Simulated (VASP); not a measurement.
Set up this calculation in VASP 6.6.1, as the native input.

| Item | Value |
| --- | --- |
| Task | single point |
| Functional | PBE |
| Potentials or basis | VASP PAW PBE potentials, release 64 (Mg, O) |
| Cutoff | 520 eV |
| k mesh | 13 × 13 × 13 |
| Occupations | fermi-dirac, width 0.08 eV |
| Spin | no spin polarisation |
| Dipole correction | no |
| Further INCAR settings | ALGO = Normal; EDIFF = 1e-07; NBANDS = 11 |

The structure of MgO (zincblende type) lies in POSCAR:

```
MgO
1.0
    0.0000000000      2.3058942152      2.3058942152
    2.3058942152      0.0000000000      2.3058942152
    2.3058942152      2.3058942152      0.0000000000
Mg O
1 1
Direct
    0.0000000000      0.0000000000      0.0000000000
    0.2500000000      0.2500000000      0.2500000000
```

These files were run (other wordings do the same):

INCAR

```
SYSTEM = MgO
ALGO = Normal ; EDIFF = 1E-7
ENCUT = 520 ; GGA = PE
ISIF = 2 ; ISMEAR = -1
LASPH = .TRUE. ; LCHARG = .TRUE.
LELF = .TRUE. ; LREAL = .FALSE.
LVHAR = .TRUE. ; LWAVE = .FALSE.
NBANDS = 11 ; NELM = 60
PREC = Accurate ; SIGMA = 0.08
```

KPOINTS

```
k-points
0
G
  13 13 13
  0 0 0
```

Potentials or basis: VASP PAW PBE potentials, release 64 (Mg, O).

Run with:

```bash
$ cat potpaw_PBE.64/Mg/POTCAR potpaw_PBE.64/O/POTCAR > POTCAR
$ mpirun -np 1 vasp_std > vasp.out
```

Results of the run:

| Item | Value |
| --- | --- |
| Pressure | -0.3 GPa |
| Band gap on the k mesh | 3.47 eV, direct |

Wall time 6.5 s on 1 thread of Intel(R) Xeon(R) 6975P-C (Granite Rapids), with other jobs on the host, peak memory 0.15 GiB.
